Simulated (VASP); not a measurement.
# TaGe3W2 (P6/mmm) in VASP: notebook

Runs on TaGe3W2. Level: PBE. Tasks: single point, relaxation of cell and atoms.

Everything below comes from runs of VASP 6.6.1. Logs are shortened: lines on timing, memory, paths and dates and some standing lists are left out, and cuts for length are marked.

## Step 1: The cell of the first run

Symmetry: P6/mmm, No. 191, hexagonal system. The conventional cell has a = 5.403 Å, b = 5.403 Å, c = 4.166 Å, α = 90.00°, β = 90.00°, γ = 120.00°. Ta (site symmetry 6/mmm) has 6 Ge at 2.70 Å within 3.6 Å. Ge (site symmetry mmm) has 4 W at 2.60 Å and 4 Ge at 2.70 Å and 2 Ta at 2.70 Å within 3.4 Å. Within 3.4 Å of W (site symmetry -6m2) lie 6 Ge at 2.60 Å and 3 W at 3.12 Å.

The cell was generated, and may not be a known phase.

## Step 2: Single point, PBE

INCAR

```
PREC = Accurate
ENCUT = 520
EDIFF = 1E-6
ISMEAR = 0
SIGMA = 0.1
LREAL = F
LASPH = T
NELM = 60
ALGO = Normal
ISIF = 2
LWAVE = F
LCHARG = T
GGA = PE
LELF = T
LVHAR = T
NBANDS = 50
```

KPOINTS

```
regular mesh
0
Gamma
  3 3 4
```

POSCAR

```
TaGe3W2
1.0
    5.4025853965      0.0000000026      0.0000000000
   -2.7012927005      4.6787761981      0.0000000000
    0.0000000000      0.0000000000      4.1662499723
Ta Ge W
1 3 2
Direct
    0.0000000000      0.0000000000      0.5000000000
    0.5000000000      0.0000000000      0.5000000000
    0.0000000000      0.5000000000      0.5000000000
    0.5000000000      0.5000000000      0.5000000000
    0.3333333333      0.6666666667      0.9999911782
    0.6666666667      0.3333333333      0.0000088218
```

Potentials or basis: VASP PAW PBE potentials, release 64 (Ta_pv, Ge_d, W_sv).

Run with:

```sh
$ cat potpaw_PBE.64/Ta_pv/POTCAR potpaw_PBE.64/Ge_d/POTCAR potpaw_PBE.64/W_sv/POTCAR > POTCAR
$ mpirun -np 1 vasp_std > vasp.out
```

OUTCAR:

```text
PREC = Accurate
   ENCUT = 520
   EDIFF = 1E-6
   ISMEAR = 0
   LREAL = F
   LASPH = T
   NELM = 60
   ISIF = 2
   GGA = PE

 ion  position               nearest neighbor table
   1  0.000  0.000  0.500-   3 2.70   3 2.70   4 2.70   4 2.70   2 2.70   2 2.70
   2  0.500  0.000  0.500-   5 2.60   6 2.60   6 2.60   5 2.60   4 2.70   4 2.70   3 2.70   3 2.70
                             1 2.70   1 2.70
   3  0.000  0.500  0.500-   5 2.60   6 2.60   6 2.60   5 2.60   1 2.70   1 2.70   2 2.70   2 2.70
                             4 2.70   4 2.70
   4  0.500  0.500  0.500-   5 2.60   6 2.60   6 2.60   5 2.60   2 2.70   2 2.70   1 2.70   1 2.70
                             3 2.70   3 2.70
   5  0.333  0.667  1.000-   2 2.60   3 2.60   4 2.60   2 2.60   3 2.60   4 2.60   6 3.12   6 3.12
                             6 3.12
   6  0.667  0.333  0.000-   2 2.60   3 2.60   4 2.60   2 2.60   3 2.60   4 2.60   5 3.12   5 3.12
                             5 3.12

  LATTYP: Found a hexagonal cell.
 ALAT       =     5.4025853965
 C/A-ratio  =     0.7711585596

  Lattice vectors:

 A1 = (   5.4025853965,   0.0000000026,   0.0000000000)
 A2 = (  -2.7012927005,   4.6787761981,   0.0000000000)
 A3 = (   0.0000000000,   0.0000000000,   4.1662499723)

Analysis of symmetry for initial positions (statically):
=====================================================================
 Subroutine PRICEL returns:
 Original cell was already a primitive cell.

 Routine SETGRP: Setting up the symmetry group for a
 hexagonal supercell.

 Subroutine GETGRP returns: Found 12 space group operations
 (whereof 12 operations were pure point group operations)
 out of a pool of 24 trial point group operations.

The static configuration has the point symmetry D_3d.

Analysis of symmetry for dynamics (positions and initial velocities):
=====================================================================
 Subroutine PRICEL returns:
 Original cell was already a primitive cell.

 Routine SETGRP: Setting up the symmetry group for a
 hexagonal supercell.

 Subroutine GETGRP returns: Found 12 space group operations
 (whereof 12 operations were pure point group operations)
 out of a pool of 24 trial point group operations.

The dynamic configuration has the point symmetry D_3d.

 Subroutine INISYM returns: Found 12 space group operations
 (whereof 12 operations are pure point group operations),
 and found     1 'primitive' translations

----------------------------------------------------------------------------------------

                                     Primitive cell

  volume of cell :     105.3123

  direct lattice vectors                    reciprocal lattice vectors
     5.402585397  0.000000003  0.000000000     0.185096565  0.106865552  0.000000000
    -2.701292700  4.678776198  0.000000000    -0.000000000  0.213731103  0.000000000
     0.000000000  0.000000000  4.166249972     0.000000000  0.000000000  0.240024004

  length of vectors
     5.402585397  5.402585396  4.166249972     0.213731103  0.213731103  0.240024004

  position of ions in fractional coordinates (direct lattice)
     0.000000000  0.000000000  0.500000000
     0.500000000  1.000000000  0.500000000
     0.000000000  0.500000000  0.500000000
     0.500000000  0.500000000  0.500000000
     0.333333333  0.666666667  0.999991178
     0.666666667  0.333333333  0.000008822

  ion indices of the primitive-cell ions
   primitive index   ion index
                 1           1
                 2           2
                 3           3
                 4           4
                 5           5
                 6           6

----------------------------------------------------------------------------------------

 KPOINTS: regular mesh

Automatic generation of k-mesh.
 Grid dimensions read from file:
 generate k-points for:    3    3    4

 Generating k-lattice:

  Cartesian coordinates                     Fractional coordinates (reciprocal lattice)
     0.061698855  0.035621851  0.000000000     0.333333333 -0.000000000  0.000000000
    -0.000000000  0.071243701  0.000000000    -0.000000000  0.333333333  0.000000000
     0.000000000  0.000000000  0.060006001     0.000000000  0.000000000  0.250000000

  Length of vectors
     0.071243701  0.071243701  0.060006001

  Shift w.r.t. Gamma in fractional coordinates (k-lattice)
     0.000000000  0.000000000  0.000000000

 Subroutine IBZKPT returns following result:
 ===========================================

 Found     10 irreducible k-points:

 Following reciprocal coordinates:
            Coordinates               Weight
  0.000000  0.000000  0.000000      1.000000
  0.333333 -0.000000  0.000000      6.000000
  0.333333  0.333333  0.000000      2.000000
  0.000000  0.000000  0.250000      2.000000
  0.333333 -0.000000  0.250000      6.000000
 -0.000000  0.333333  0.250000      6.000000
  0.333333  0.333333  0.250000      4.000000
  0.000000  0.000000  0.500000      1.000000
  0.333333 -0.000000  0.500000      6.000000
  0.333333  0.333333  0.500000      2.000000
   k-points           NKPTS =     10   k-points in BZ     NKDIM =     10   number of bands    NBANDS=     50
   number of dos      NEDOS =    301   number of ions     NIONS =      6
   total plane-waves  NPLWV =  51200
   dimension x,y,z NGX =    40 NGY =   40 NGZ =   32
   dimension x,y,z NGXF=    80 NGYF=   80 NGZF=   64
   ions per type =               1   3   2
   NGX,Y,Z   is equivalent  to a cutoff of  12.31, 12.31, 12.77 a.u.
   NGXF,Y,Z  is equivalent  to a cutoff of  24.62, 24.62, 25.54 a.u.
 SYSTEM =  unknown system
   PREC   = accura    normal or accurate (medium, high low for compatibility)
   ISTART =      0    job   : 0-new  1-cont  2-samecut
   ICHARG =      2    charge: 1-file 2-atom 10-const
   ISPIN  =      1    spin polarized calculation?
   LNONCOLLINEAR =      F non collinear calculations
   LSORBIT =      F    spin-orbit coupling
   LASPH  =      T    aspherical Exc in radial PAW
   ENCUT  =  520.0 eV  38.22 Ry    6.18 a.u.  10.05 10.05  7.75*2*pi/ulx,y,z
   NELM   =     60;   NELMIN=  2; NELMDL= -5     # of ELM steps
   EDIFF  = 0.1E-05   stopping-criterion for ELM
   LREAL  =      F    real-space projection
[... 7 lines left out ...]
   TEBEG  =    0.0;   TEEND  =   0.0 temperature during run
   PSTRESS=    0.0 pullay stress
   NELECT =      81.0000    total number of electrons
   NUPDOWN=      -1.0000    fix difference up-down
   EMIN   =  10.00;   EMAX   =-10.00  energy-range for DOS
   EFERMI =   0.00;   METHOD = LEGACY
   ISMEAR =     0;   SIGMA  =   0.10  broadening in eV -4-tet -1-fermi 0-gaus
   EFERMI_NEDOS =   21; number of points for ismear=-14 and -15
   IALGO  =     38    algorithm
   IMIX   =      4    mixing-type and parameters
     AMIX     =   0.40;   BMIX     =  1.00
     AMIX_MAG =   1.60;   BMIX_MAG =  1.00
  volume/ion in A,a.u.               =      17.55       118.45
  Fermi-wavevector in a.u.,A,eV,Ry     =   1.499950  2.834494 30.611064  2.249850
  Thomas-Fermi vector in A             =   2.611513
   LORBIT       =      0    0 simple, 1 ext, 2 COOP (PROOUT), +10 PAW based schemes
   GGA     = PE    functional components
   LHFCALC =     F    Hartree Fock is set to
   AEXX    =    0.0000 exact exchange contribution
   IVDW    =     0    specifies the selected vdW correction
   LEPSILON=     F    determine dielectric tensor
   LRPA    =     F    only Hartree local field effects (RPA)
 non-spin polarized calculation
 Gauss-broadening in eV      SIGMA  =   0.10
  energy-cutoff  :      520.00
  volume of cell :      105.31
 maximum number of plane-waves:      2868
   NGX = 21   NGY = 21   NGZ = 15

 number of electron      80.9999998 magnetization

 Free energy of the ion-electron system (eV)
  ---------------------------------------------------
  ext. energy  EPLUGINS =         0.00000000
  ---------------------------------------------------
  free energy    TOTEN  =       -46.57360191 eV

  energy without entropy =      -46.55682341  energy(sigma->0) =      -46.56521266

 E-fermi :   8.4753     XC(G=0): -12.1763

 val. band max:        8.4075515967   @ k =   0.3333  -0.0000   0.5000
 cond. band min:       8.5558993814   @ k =   0.3333   0.3333   0.0000
 fundamental gap:      0.1483477847
 Fermi energy:         8.4753218721

 k-point     1 :       0.0000    0.0000    0.0000
  band No.  band energies     occupation
      1     -65.8535      2.00000
      2     -65.8374      2.00000
      3     -30.2062      2.00000
      4     -30.2062      2.00000
      5     -30.0768      2.00000
      6     -30.0402      2.00000
[... 42 lines left out ...]
     49      11.6563      0.00000
     50      13.4353      0.00000

 k-point     2 :       0.3333   -0.0000    0.0000
  band No.  band energies     occupation
      1     -65.8501      2.00000
      2     -65.8408      2.00000
      3     -30.2153      2.00000
      4     -30.1749      2.00000
      5     -30.0690      2.00000
      6     -30.0605      2.00000
[... 42 lines left out ...]
     49      11.7600      0.00000
     50      12.3461      0.00000

 k-point     3 :       0.3333    0.3333    0.0000
  band No.  band energies     occupation
      1     -65.8454      2.00000
      2     -65.8454      2.00000
      3     -30.2238      2.00000
      4     -30.1180      2.00000
      5     -30.1180      2.00000
      6     -30.0584      2.00000
[... 42 lines left out ...]
     49      11.0050      0.00000
     50      11.4172      0.00000

 k-point     4 :       0.0000    0.0000    0.2500
  band No.  band energies     occupation
      1     -65.8533      2.00000
      2     -65.8373      2.00000
      3     -30.2041      2.00000
      4     -30.2041      2.00000
      5     -30.0892      2.00000
      6     -30.0430      2.00000
[... 257 lines left out ...]
 k-point     9 :       0.3333   -0.0000    0.5000
  band No.  band energies     occupation
      1     -65.8499      2.00000
      2     -65.8407      2.00000
      3     -30.2110      2.00000
      4     -30.1718      2.00000
      5     -30.0900      2.00000
      6     -30.0604      2.00000
[... 42 lines left out ...]
     49      11.3910      0.00000
     50      12.2182      0.00000

 k-point    10 :       0.3333    0.3333    0.5000
  band No.  band energies     occupation
      1     -65.8453      2.00000
      2     -65.8453      2.00000
      3     -30.2200      2.00000
      4     -30.1162      2.00000
      5     -30.1162      2.00000
      6     -30.0739      2.00000
[... 42 lines left out ...]
     49      11.8738      0.00000
     50      11.8738      0.00000

------------------------ aborting loop because EDIFF is reached ----------------------------------------

  FORCE on cell =-STRESS in cart. coord.  units (eV):
  Direction    XX          YY          ZZ          XY          YZ          ZX
  --------------------------------------------------------------------------------------
  -------------------------------------------------------------------------------------
  Total        0.0852500      0.0852500      0.1937897      0.0000000      0.0000000      0.0000000
  in kB        1.2969568      1.2969568      2.9482349      0.0000000      0.0000000      0.0000000
  external PRESSURE =       1.8473829 kB  Pullay stress =       0.0000000 kB

 VOLUME and BASIS-vectors are now :
 -----------------------------------------------------------------------------
  energy-cutoff  :      520.00
  volume of cell :      105.31
      direct lattice vectors                 reciprocal lattice vectors
     5.402585397  0.000000003  0.000000000     0.185096565  0.106865552  0.000000000
    -2.701292700  4.678776198  0.000000000    -0.000000000  0.213731103  0.000000000
     0.000000000  0.000000000  4.166249972     0.000000000  0.000000000  0.240024004

 POSITION                                       TOTAL-FORCE (eV/Angst)
 -----------------------------------------------------------------------------------
      0.00000      0.00000      2.08312        -0.000000      0.000000     -0.000000
      2.70129      0.00000      2.08312        -0.000000      0.000000     -0.000000
     -1.35065      2.33939      2.08312        -0.000000      0.000000     -0.000000
      1.35065      2.33939      2.08312        -0.000000      0.000000     -0.000000
     -0.00000      3.11918      4.16621        -0.000000     -0.000000      0.000441
      2.70129      1.55959      0.00004         0.000000      0.000000     -0.000441
 -----------------------------------------------------------------------------------
    total drift:                               -0.000000     -0.000000     -0.000000

  FREE ENERGIE OF THE ION-ELECTRON SYSTEM (eV)
  ---------------------------------------------------
  free  energy   TOTEN  =       -46.5736019111 eV

  energy  without entropy=      -46.5568234093  energy(sigma->0) =      -46.56521266
```

Run time: 29 s. Hardware: 1 thread of AMD EPYC 9R45 (Zen 5), shared host; peak memory 0.2 GiB.

What came out:

```
Free energy            : -46.5736 eV
Pressure               : 0.2 GPa
Band gap on the k mesh : zero (an odd number of electrons rules out a gap without spin polarisation)
```

Stress tensor (GPa, compression positive):
```
0.13 0.00 0.00
0.00 0.13 0.00
0.00 0.00 0.29
```

Levels at points of the mesh, in eV from the Fermi level:
| k point | band 38 | band 39 | band 40 | band 41 | band 42 | band 43 |
| --- | --- | --- | --- | --- | --- | --- |
| (0.00, 0.00, 0.00) | -1.36 | -1.05 | -1.05 | -0.30 | 0.24 | 0.53 |
| (0.00, 0.00, 0.50) | -1.93 | -1.10 | 0.38 | 0.38 | 0.95 | 1.38 |

Caveat: the k points lie up to 0.45 Å⁻¹ apart, too coarse for converged energies and pressures of a metal; spin-orbit coupling is left out, which moves the levels of the heavy elements; an odd number of electrons without spin polarisation forces a metal; a magnetic or distorted state may lie lower.

## Step 3: Single point, PBE

This run uses another cell than the first one, of 17.60 Å³/atom.

INCAR

```
PREC = Accurate
ENCUT = 520
EDIFF = 1E-6
ISMEAR = 0
SIGMA = 0.1
LREAL = F
LASPH = T
NELM = 80
ALGO = Normal
ISIF = 2
LWAVE = F
LCHARG = F
GGA = PE
NBANDS = 50
```

KPOINTS

```
regular mesh
0
Gamma
  6 6 4
```

POSCAR

```
TaGe3W2
1.0
    5.4049557801      0.0000000000      0.0000000000
   -2.7024778900      4.6808290119      0.0000000000
    0.0000000000      0.0000000000      4.1748669719
Ta Ge W
1 3 2
Direct
    0.0000000000      0.0000000000      0.5000000000
    0.5000000000      0.0000000000      0.5000000000
    0.0000000000      0.5000000000      0.5000000000
    0.5000000000      0.5000000000      0.5000000000
    0.3333333333      0.6666666667      0.0000000000
    0.6666666667      0.3333333333      0.0000000000
```

Potentials or basis: VASP PAW PBE potentials, release 64 (Ta_pv, Ge_d, W_sv).

Run with:

```sh
$ cat potpaw_PBE.64/Ta_pv/POTCAR potpaw_PBE.64/Ge_d/POTCAR potpaw_PBE.64/W_sv/POTCAR > POTCAR
$ mpirun -np 1 vasp_std > vasp.out
```

Wall time 50 s (1 thread of AMD EPYC 9R45 (Zen 5), shared host); peak memory 0.24 GiB.

Results (log left out):

- Free energy: -46.5005 eV
- Pressure: 0.0 GPa
- Band gap on the k mesh: zero (an odd number of electrons rules out a gap without spin polarisation)

Levels at points of the mesh, in eV from the Fermi level:
| k point | band 36 | band 37 | band 38 | band 39 | band 40 | band 41 | band 42 | band 43 | band 44 | band 45 |
| --- | --- | --- | --- | --- | --- | --- | --- | --- | --- | --- |
| (0.00, 0.00, 0.00) | -2.90 | -1.33 | -1.33 | -1.01 | -1.01 | -0.28 | 0.25 | 0.56 | 0.56 | 1.34 |
| (0.50, 0.00, 0.00) | -3.22 | -3.00 | -1.89 | -0.07 | -0.07 | 0.19 | 0.51 | 0.78 | 1.31 | 1.77 |
| (0.00, 0.00, 0.50) | -2.59 | -2.59 | -1.90 | -1.07 | 0.42 | 0.42 | 0.99 | 1.35 | 1.53 | 1.53 |
| (0.50, 0.00, 0.50) | -2.51 | -2.21 | -1.63 | -1.34 | -0.91 | 0.09 | 0.16 | 0.43 | 0.65 | 0.66 |

Caveat: the k points lie up to 0.38 Å⁻¹ apart, too coarse for converged energies and pressures of a metal; spin-orbit coupling is left out, which moves the levels of the heavy elements; an odd number of electrons without spin polarisation forces a metal; a magnetic or distorted state may lie lower.

## Step 4: Relaxation of cell and atoms, PBE

INCAR

```
SYSTEM = TaGe3W2
ALGO = Normal
EDIFF = 1E-7
EDIFFG = -0.04
ENCUT = 600
GGA = PE
IBRION = 2
ISIF = 3
ISMEAR = 0
LASPH = .True.
LCHARG = .False.
LREAL = .False.
LWAVE = .False.
NELM = 80
NSW = 90
PREC = Accurate
SIGMA = 0.1
```

KPOINTS

```
k-points
0
Gamma
  6 6 4
  0 0 0
```

Changes to POSCAR since step 3:

```diff
@@ -2,5 +2,5 @@
 1.0
-    5.4049557801      0.0000000000      0.0000000000
-   -2.7024778900      4.6808290119      0.0000000000
-    0.0000000000      0.0000000000      4.1748669719
+    5.4025853965      0.0000000000      0.0000000000
+   -2.7012926982      4.6787761995      0.0000000000
+    0.0000000000      0.0000000000      4.1662499723
 Ta Ge W
```

Run with:

```sh
$ cat potpaw_PBE.64/Ta_pv/POTCAR potpaw_PBE.64/Ge_d/POTCAR potpaw_PBE.64/W_sv/POTCAR > POTCAR
$ mpirun -np 1 vasp_std > vasp.out
```

Run time: 4.5 min. Hardware: 1 thread of AMD EPYC 9R45 (Zen 5), shared host; peak memory 0.32 GiB.

It converged, with:

| Item | Value |
| --- | --- |
| Free energy | -46.5015 eV |
| Relaxed volume | 17.62 Å³/atom |
| Relaxed cell | a = 5.408 Å, b = 5.408 Å, c = 4.174 Å, α = 90.00°, β = 90.00°, γ = 120.00° |
| Space group after relaxing (to 0.1 Å) | P6/mmm (No. 191) |
| Energy gained by relaxing | 0.1 meV/atom |
| Ionic steps | 3 |
| Pressure after relaxing | 0.0 GPa |
| Band gap on the k mesh | zero (an odd number of electrons rules out a gap without spin polarisation) |

Stress tensor (GPa, compression positive):
```
-0.09  0.00  0.00
 0.00 -0.09  0.00
 0.00  0.00  0.09
```

Step by step:
```tsv
step	energy change (eV)	largest force (eV/Å)	pressure (GPa)	volume (Å³)
1	0.0000	0.0000	0.60	105.31
2	0.0013	0.0000	-1.00	106.32
3	-0.0008	0.0000	-0.03	105.70
```

Final structure:
```cif
data_structure
_symmetry_space_group_name_H-M 'P 1'
_symmetry_Int_Tables_number 1
_cell_length_a 5.4075
_cell_length_b 5.4075
_cell_length_c 4.1738
_cell_angle_alpha 90.000
_cell_angle_beta 90.000
_cell_angle_gamma 120.000
_cell_volume 105.70
loop_
_atom_site_label
_atom_site_type_symbol
_atom_site_fract_x
_atom_site_fract_y
_atom_site_fract_z
_atom_site_occupancy
Ta1 Ta 0.00000 0.00000 0.50000 1
Ge1 Ge 0.50000 0.00000 0.50000 1
Ge2 Ge 0.00000 0.50000 0.50000 1
Ge3 Ge 0.50000 0.50000 0.50000 1
W1 W 0.33333 0.66667 0.00000 1
W2 W 0.66667 0.33333 0.00000 1
```

Levels at points of the mesh, in eV from the Fermi level:
```
           k point  band 38  band 39  band 40  band 41  band 42  band 43
(0.00, 0.00, 0.00)    -1.33    -1.01    -1.01    -0.28     0.25     0.56
(0.50, 0.00, 0.00)    -1.88    -0.08    -0.07     0.19     0.51     0.78
(0.00, 0.00, 0.50)    -1.89    -1.06     0.43     0.43     0.99     1.35
(0.50, 0.00, 0.50)    -1.63    -1.34    -0.90     0.09     0.16     0.43
```

Caveat: the k points lie up to 0.38 Å⁻¹ apart in the final cell, too coarse for converged energies and pressures of a metal; spin-orbit coupling is left out, which moves the levels of the heavy elements; an odd number of electrons without spin polarisation forces a metal; a magnetic or distorted state may lie lower.

## Step 5: Summary

```csv
task,cell,k mesh,cutoff (eV),gap on the mesh (eV),pressure (GPa)
single point,"a = 5.403, b = 5.403, c = 4.166 Å, angles 90.0, 90.0, 120.0°, 6 atoms",3 × 3 × 4,520,none,0.2
single point,"a = 5.405, b = 5.405, c = 4.175 Å, angles 90.0, 90.0, 120.0°, 6 atoms",6 × 6 × 4,520,none,0.0
relaxation of cell and atoms,"relaxed from a = 5.403, b = 5.403, c = 4.166 Å, angles 90.0, 90.0, 120.0°, 6 atoms",6 × 6 × 4,600,none,0.0
```

Alike in all rows: level PBE; potentials or basis VASP PAW PBE potentials, release 64 (Ta_pv, Ge_d, W_sv); no spin polarisation; smearing gaussian 0.1 eV.

Caveats: all runs use coarse meshes; spin-orbit coupling is left out, which moves the levels of the heavy elements; an odd number of electrons without spin polarisation forces a metal; a magnetic or distorted state may lie lower.

Total energies depend on the potentials used, so only differences within one code and one set of settings carry meaning.

The gap in the log of VASP goes by the Fermi energy; the results here count the filled bands.